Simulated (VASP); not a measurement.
# In (Im-3m) in VASP: further runs

Aim: see how the results for In move with the level of theory and the settings. Levels: PBEsol, PBE. Tasks: single point.

Program: VASP 6.6.1. These are calculated values, not measurements. Logs are shortened: lines on timing, memory, paths and dates and some standing lists are left out, and cuts for length are marked.

### Step 1. The cell of the first run

Symmetry: Im-3m, No. 229, cubic system. The conventional cell has a = 3.765 Å, b = 3.765 Å, c = 3.765 Å, α = 90.00°, β = 90.00°, γ = 90.00°. In (site symmetry m-3m) has 14 In at 3.26 to 3.77 Å within 4.3 Å.

### Step 2. Single point, PBEsol, non-collinear spin, zero start, spin-orbit coupling

File INCAR:

```
SYSTEM = In
PREC = Accurate
ENCUT = 520
EDIFF = 1E-6
ISMEAR = -1
SIGMA = 0.05
LREAL = .False.
LASPH = .True.
NELM = 150
ALGO = Fast
ISIF = 2
LWAVE = .False.
LCHARG = .False.
MAGMOM = 0 0 0
LORBIT = 11
LSORBIT = .True.
GGA_COMPAT = .False.
LORBMOM = .True.
GGA = PS
NBANDS = 24
```

File KPOINTS:

```
Automatic mesh
0
Gamma
  7 7 7
  0 0 0
```

File POSCAR:

```
In
1.0
   -1.8825252400      1.8825252400      1.8825252400
    1.8825252400     -1.8825252400      1.8825252400
    1.8825252400      1.8825252400     -1.8825252400
In
1
Direct
    0.0000000000      0.0000000000      0.0000000000
```

Potentials or basis: VASP PAW PBE potentials, release 64 (In_d).

Started as:

```sh
$ cat potpaw_PBE.64/In_d/POTCAR > POTCAR
$ mpirun -np 1 vasp_ncl > vasp.out
```

OUTCAR:

```text
SYSTEM = In
   PREC = Accurate
   ENCUT = 520
   EDIFF = 1E-6
   ISMEAR = -1
   LREAL = .False.
   LASPH = .True.
   NELM = 150
   ISIF = 2
   LORBIT = 11
   LSORBIT = .True.
   GGA = PS

 ion  position               nearest neighbor table
   1  0.000  0.000  0.000-

  LATTYP: Found a body centered cubic cell.
 ALAT       =     3.7650504800

  Lattice vectors:

 A1 = (  -1.8825252400,   1.8825252400,   1.8825252400)
 A2 = (   1.8825252400,  -1.8825252400,   1.8825252400)
 A3 = (   1.8825252400,   1.8825252400,  -1.8825252400)

Analysis of symmetry for initial positions (statically):
=====================================================================
 Subroutine PRICEL returns:
 Original cell was already a primitive cell.

 Routine SETGRP: Setting up the symmetry group for a
 body centered cubic supercell.

 Subroutine GETGRP returns: Found 48 space group operations
 (whereof 48 operations were pure point group operations)
 out of a pool of 48 trial point group operations.

The static configuration has the point symmetry O_h .

Analysis of symmetry for dynamics (positions and initial velocities):
=====================================================================
 Subroutine PRICEL returns:
 Original cell was already a primitive cell.

 Routine SETGRP: Setting up the symmetry group for a
 body centered cubic supercell.

 Subroutine GETGRP returns: Found 48 space group operations
 (whereof 48 operations were pure point group operations)
 out of a pool of 48 trial point group operations.

The dynamic configuration has the point symmetry O_h .

Analysis of structural, dynamic, and magnetic symmetry:
=====================================================================
 Subroutine PRICEL returns:
 Original cell was already a primitive cell.

 Routine SETGRP: Setting up the symmetry group for a
 body centered cubic supercell.

 Subroutine GETGRP returns: Found 48 space group operations
 (whereof 48 operations were pure point group operations)
 out of a pool of 48 trial point group operations.

The overall configuration has the point symmetry O_h .

 Subroutine INISYM returns: Found 48 space group operations
 (whereof 48 operations are pure point group operations),
 and found     1 'primitive' translations

----------------------------------------------------------------------------------------

                                     Primitive cell

  volume of cell :      26.6859

  direct lattice vectors                    reciprocal lattice vectors
    -1.882525240  1.882525240  1.882525240     0.000000000  0.265600689  0.265600689
     1.882525240 -1.882525240  1.882525240     0.265600689  0.000000000  0.265600689
     1.882525240  1.882525240 -1.882525240     0.265600689  0.265600689  0.000000000

  length of vectors
     3.260629362  3.260629362  3.260629362     0.375616096  0.375616096  0.375616096

  position of ions in fractional coordinates (direct lattice)
     0.000000000  0.000000000  0.000000000

  ion indices of the primitive-cell ions
   primitive index   ion index
                 1           1

----------------------------------------------------------------------------------------

 KPOINTS: Automatic mesh

Automatic generation of k-mesh.
 Grid dimensions read from file:
 generate k-points for:    7    7    7

 Generating k-lattice:

  Cartesian coordinates                     Fractional coordinates (reciprocal lattice)
     0.000000000  0.037942956  0.037942956     0.142857143  0.000000000  0.000000000
     0.037942956  0.000000000  0.037942956     0.000000000  0.142857143  0.000000000
     0.037942956  0.037942956  0.000000000     0.000000000  0.000000000  0.142857143

  Length of vectors
     0.053659442  0.053659442  0.053659442

  Shift w.r.t. Gamma in fractional coordinates (k-lattice)
     0.000000000  0.000000000  0.000000000

 Subroutine IBZKPT returns following result:
 ===========================================

 Found     20 irreducible k-points:

 Following reciprocal coordinates:
            Coordinates               Weight
  0.000000  0.000000  0.000000      1.000000
  0.142857  0.000000  0.000000     12.000000
  0.285714  0.000000  0.000000     12.000000
  0.428571  0.000000  0.000000     12.000000
  0.142857  0.142857  0.000000     24.000000
  0.285714  0.142857  0.000000     48.000000
[... 12 lines left out ...]
 -0.428571 -0.428571  0.285714      8.000000
 -0.428571  0.428571  0.428571      6.000000
   k-points           NKPTS =     20   k-points in BZ     NKDIM =     20   number of bands    NBANDS=     24
   number of dos      NEDOS =    301   number of ions     NIONS =      1
   total plane-waves  NPLWV =  13824
   dimension x,y,z NGX =    24 NGY =   24 NGZ =   24
   dimension x,y,z NGXF=    48 NGYF=   48 NGZF=   48
   ions per type =               1
   NGX,Y,Z   is equivalent  to a cutoff of  12.24, 12.24, 12.24 a.u.
   NGXF,Y,Z  is equivalent  to a cutoff of  24.47, 24.47, 24.47 a.u.
 SYSTEM =  In
   PREC   = accura    normal or accurate (medium, high low for compatibility)
   ISTART =      0    job   : 0-new  1-cont  2-samecut
   ICHARG =      2    charge: 1-file 2-atom 10-const
   ISPIN  =      1    spin polarized calculation?
   LNONCOLLINEAR =      T non collinear calculations
   LSORBIT =      T    spin-orbit coupling
   LASPH  =      T    aspherical Exc in radial PAW
   ENCUT  =  520.0 eV  38.22 Ry    6.18 a.u.   6.06  6.06  6.06*2*pi/ulx,y,z
   NELM   =    150;   NELMIN=  2; NELMDL= -5     # of ELM steps
   EDIFF  = 0.1E-05   stopping-criterion for ELM
   LREAL  =      F    real-space projection
   EDIFFG = 0.1E-04   stopping-criterion for IOM
   NSW    =      0    number of steps for IOM
   IBRION =     -1    ionic relax: 0-MD 1-quasi-New 2-CG
   NFREE  =      0    steps in history (QN), initial steepest desc. (CG)
   ISIF   =      2    stress and relaxation
   ISYM   =      2    0-nonsym 1-usesym 2-fastsym
   POTIM  = 0.5000    time-step for ionic-motion
   TEBEG  =    0.0;   TEEND  =   0.0 temperature during run
   PSTRESS=    0.0 pullay stress
   NELECT =      13.0000    total number of electrons
   NUPDOWN=      -1.0000    fix difference up-down
   EMIN   =  10.00;   EMAX   =-10.00  energy-range for DOS
   EFERMI =   0.00;   METHOD = LEGACY
   ISMEAR =    -1;   SIGMA  =   0.05  broadening in eV -4-tet -1-fermi 0-gaus
   EFERMI_NEDOS =   21; number of points for ismear=-14 and -15
   IALGO  =     68    algorithm
   IMIX   =      4    mixing-type and parameters
     AMIX     =   0.40;   BMIX     =  1.00
     AMIX_MAG =   1.60;   BMIX_MAG =  1.00
  volume/ion in A,a.u.               =      26.69       180.09
  Fermi-wavevector in a.u.,A,eV,Ry     =   1.288136  2.434225 22.576080  1.659295
  Thomas-Fermi vector in A             =   2.420108
   LORBIT       =     11    0 simple, 1 ext, 2 COOP (PROOUT), +10 PAW based schemes
   GGA     = PS    functional components
   LHFCALC =     F    Hartree Fock is set to
   AEXX    =    0.0000 exact exchange contribution
   IVDW    =     0    specifies the selected vdW correction
   LEPSILON=     F    determine dielectric tensor
   LRPA    =     F    only Hartree local field effects (RPA)
 RMM-DIIS sequential band-by-band and
  energy-cutoff  :      520.00
  volume of cell :       26.69
 maximum number of plane-waves:      1454
   NGX = 13   NGY = 13   NGZ = 13

 number of electron      13.0000005 magnetization      -0.0000000      0.0000000      0.0000000

 number of electron      13.0000005 magnetization      -0.0000000      0.0000000     -0.0000000

 number of electron      13.0000005 magnetization       0.0000000      0.0000000      0.0000000

 number of electron      13.0000005 magnetization      -0.0000000     -0.0000000     -0.0000000

 Free energy of the ion-electron system (eV)
  ---------------------------------------------------
  ext. energy  EPLUGINS =         0.00000000
  ---------------------------------------------------
  free energy    TOTEN  =        -2.98458552 eV

  energy without entropy =       -2.97864208  energy(sigma->0) =       -2.98161380

 E-fermi :   7.2370     XC(G=0): -10.3123

 val. band max:        7.2105998041   @ k =  -0.4286   0.4286   0.2857
 cond. band min:       7.3551482430   @ k =  -0.4286  -0.4286   0.2857
 fundamental gap:      0.1445484389
 Fermi energy:         7.2370065200

 k-point     1 :       0.0000    0.0000    0.0000
  band No.  band energies     occupation
      1      -7.8572      1.00000
      2      -7.8572      1.00000
      3      -7.8572      1.00000
      4      -7.8572      1.00000
      5      -7.1018      1.00000
      6      -7.1018      1.00000
[... 16 lines left out ...]
     23      20.0801      0.00000
     24      20.0801      0.00000

 k-point     2 :       0.1429    0.0000    0.0000
  band No.  band energies     occupation
      1      -7.8548      1.00000
      2      -7.8548      1.00000
      3      -7.8330      1.00000
      4      -7.8330      1.00000
      5      -7.0741      1.00000
      6      -7.0741      1.00000
[... 16 lines left out ...]
     23      20.0808      0.00000
     24      20.0808      0.00000

 k-point     3 :       0.2857    0.0000    0.0000
  band No.  band energies     occupation
      1      -7.8565      1.00000
      2      -7.8565      1.00000
      3      -7.8007      1.00000
      4      -7.8007      1.00000
      5      -7.0194      1.00000
      6      -7.0194      1.00000
[... 16 lines left out ...]
     23      21.4359      0.00000
     24      21.4359      0.00000
[... 406 lines left out ...]
 k-point    19 :      -0.4286   -0.4286    0.2857
  band No.  band energies     occupation
      1      -7.8045      1.00000
      2      -7.8045      1.00000
      3      -7.7976      1.00000
      4      -7.7976      1.00000
      5      -7.0042      1.00000
      6      -7.0042      1.00000
[... 16 lines left out ...]
     23      22.9463      0.00000
     24      22.9463      0.00000

 k-point    20 :      -0.4286    0.4286    0.4286
  band No.  band energies     occupation
      1      -7.8187      1.00000
      2      -7.8187      1.00000
      3      -7.8095      1.00000
      4      -7.8095      1.00000
      5      -6.9441      1.00000
      6      -6.9441      1.00000
[... 16 lines left out ...]
     23      26.0602      0.00000
     24      26.0624      0.00000

------------------------ aborting loop because EDIFF is reached ----------------------------------------

  FORCE on cell =-STRESS in cart. coord.  units (eV):
  Direction    XX          YY          ZZ          XY          YZ          ZX
  --------------------------------------------------------------------------------------
  -------------------------------------------------------------------------------------
  Total       -0.2297563     -0.2297563     -0.2297563     -0.0000000      0.0000000     -0.0000000
  in kB      -13.7941688    -13.7941688    -13.7941688     -0.0000000      0.0000000     -0.0000000
  external PRESSURE =     -13.7941688 kB  Pullay stress =       0.0000000 kB

 VOLUME and BASIS-vectors are now :
 -----------------------------------------------------------------------------
  energy-cutoff  :      520.00
  volume of cell :       26.69
      direct lattice vectors                 reciprocal lattice vectors
    -1.882525240  1.882525240  1.882525240     0.000000000  0.265600689  0.265600689
     1.882525240 -1.882525240  1.882525240     0.265600689  0.000000000  0.265600689
     1.882525240  1.882525240 -1.882525240     0.265600689  0.265600689  0.000000000

 POSITION                                       TOTAL-FORCE (eV/Angst)
 -----------------------------------------------------------------------------------
      0.00000      0.00000      0.00000         0.000000     -0.000000      0.000000
 -----------------------------------------------------------------------------------
    total drift:                                0.000000      0.000000      0.000000

  FREE ENERGIE OF THE ION-ELECTRON SYSTEM (eV)
  ---------------------------------------------------
  free  energy   TOTEN  =        -2.9845855234 eV

  energy  without entropy=       -2.9786420849  energy(sigma->0) =       -2.98161380

 orbital moment (x)

 # of ion     p       d       tot
 ----------------------------------------
  1        -0.000  -0.000  -0.000
 ----------------------------------------
           -0.000  -0.000  -0.000

 orbital moment (y)

 # of ion     p       d       tot
 ----------------------------------------
  1        -0.000  -0.000  -0.000
 ----------------------------------------
           -0.000  -0.000  -0.000

 orbital moment (z)

 # of ion     p       d       tot
 ----------------------------------------
  1         0.000  -0.000  -0.000
 ----------------------------------------
            0.000  -0.000  -0.000

 Spin-Orbit-Coupling matrix elements

 Ion:    1  E_soc:     -0.0748231
 l=   1
     0.0000000    -0.0061402    -0.0061402
    -0.0061402     0.0000000    -0.0061402
    -0.0061402    -0.0061402     0.0000000
 l=   2
     0.0000000    -0.0012564     0.0000000    -0.0012564    -0.0050738
    -0.0012564     0.0000000    -0.0038054    -0.0012564    -0.0012685
     0.0000000    -0.0038054     0.0000000    -0.0038054     0.0000000
    -0.0012564    -0.0012564    -0.0038054     0.0000000    -0.0012685
    -0.0050738    -0.0012685     0.0000000    -0.0012685     0.0000000
 l=   3
     0.0000000     0.0000000     0.0000000     0.0000000     0.0000000     0.0000000     0.0000000
     0.0000000     0.0000000     0.0000000     0.0000000     0.0000000     0.0000000     0.0000000
     0.0000000     0.0000000     0.0000000     0.0000000     0.0000000     0.0000000     0.0000000
     0.0000000     0.0000000     0.0000000     0.0000000     0.0000000     0.0000000     0.0000000
     0.0000000     0.0000000     0.0000000     0.0000000     0.0000000     0.0000000     0.0000000
     0.0000000     0.0000000     0.0000000     0.0000000     0.0000000     0.0000000     0.0000000
     0.0000000     0.0000000     0.0000000     0.0000000     0.0000000     0.0000000     0.0000000

 total charge

# of ion       s       p       d       tot
------------------------------------------
    1        1.003   0.480   9.848  11.330

 magnetization (x)

# of ion       s       p       d       tot
------------------------------------------
    1        0.000  -0.000  -0.000   0.000

 magnetization (y)

# of ion       s       p       d       tot
------------------------------------------
    1        0.000  -0.000  -0.000   0.000

 magnetization (z)

# of ion       s       p       d       tot
------------------------------------------
    1       -0.000  -0.000   0.000  -0.000
```

Wall time 53 s (1 thread of Intel Xeon 8259CL, shared host); peak memory 0.2 GiB.

Results:

```
Free energy                                           : -2.9846 eV
Pressure                                              : -1.4 GPa
Net moment                                            : 0.00 μB per cell
Valence electrons inside the program's atomic spheres : In 11.33
```

Moments on the atoms (μB; x, y, z):
```
In  0.00 0.00 0.00
```

Caveat: the PAW data sets were made with another functional, which shifts forces and pressure a little.

### Step 3. Single point, PBE

File INCAR:

```
SYSTEM = In
PREC = Accurate
ENCUT = 500
EDIFF = 1E-6
ISMEAR = 0
SIGMA = 0.018000000000000002
LREAL = .FALSE.
LASPH = .TRUE.
NELM = 120
ALGO = Normal
ISIF = 2
LWAVE = .FALSE.
LCHARG = .FALSE.
GGA = PE
NBANDS = 12
GGA_COMPAT = .FALSE.
```

File KPOINTS:

```
regular mesh
0
G
  10 10 10
  0 0 0
```

POSCAR is that of step 2.

Potentials or basis: VASP PAW PBE potentials, release 64 (In_d).

Started as:

```sh
$ cat potpaw_PBE.64/In_d/POTCAR > POTCAR
$ mpirun -np 1 vasp_std > vasp.out
```

Wall time 11 s (1 thread of AMD EPYC 9R45 (Zen 5), shared host); peak memory 0.11 GiB.

It converged, with:

- Free energy: -2.5476 eV
- Pressure: 1.5 GPa

Levels at points of the mesh, in eV from the Fermi level:
```
           k point  band 4  band 5  band 6  band 7  band 8  band 9
(0.00, 0.00, 0.00)  -14.36  -14.36   -9.36   10.94   10.94   10.94
(0.50, 0.00, 0.00)  -14.36  -14.19   -3.88   -3.06    5.88    7.31
(0.50, 0.50, 0.50)  -14.23  -14.23    0.94    1.31    1.31    1.31
```

Caveat: spin-orbit coupling is left out, which moves the levels of the heavy elements.
